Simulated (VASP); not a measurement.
Li, 3 atoms in the cell. The structure is trigonal, space group R-3m (No. 166). The conventional cell has a = 3.101 Å, b = 3.101 Å, c = 22.310 Å, α = 90.00°, β = 90.00°, γ = 120.00°. Li (site symmetry -3m) has 12 Li at 3.06 to 3.10 Å within 4.0 Å. Within 4.0 Å of Li (site symmetry 3m) lie 12 Li at 3.05 to 3.10 Å.  This cell differs from its parent crystal: zz strain of -2 %.

```yaml
Program: VASP 6.6.1
Task: electric field gradients
Functional: LDA
Potentials_or_basis: VASP PAW LDA potentials, release 64 (Li_sv)
Cutoff: 520 eV
k_mesh: 12 × 12 × 12
Occupations: fermi-dirac, width 0.08 eV
Spin: no spin polarisation
Dipole_correction: no
Further_INCAR_settings: ALGO = Normal; EDIFF = 1e-08; NBANDS = 12
```

Potentials or basis: VASP PAW LDA potentials, release 64 (Li_sv).

Run with:

```sh
$ cat potpaw_LDA.64/Li_sv/POTCAR > POTCAR
$ mpirun -np 1 vasp_std > vasp.out
```

Hardware: 1 thread of Intel(R) Xeon(R) 6975P-C (Granite Rapids) (shared host).

Question: How long does it take, and how much memory?

Answer: Wall time 5.6 min on 1 thread of Intel(R) Xeon(R) 6975P-C (Granite Rapids), with other jobs on the host, peak memory 0.38 GiB. Counts: scf iterations 12, k points 189.
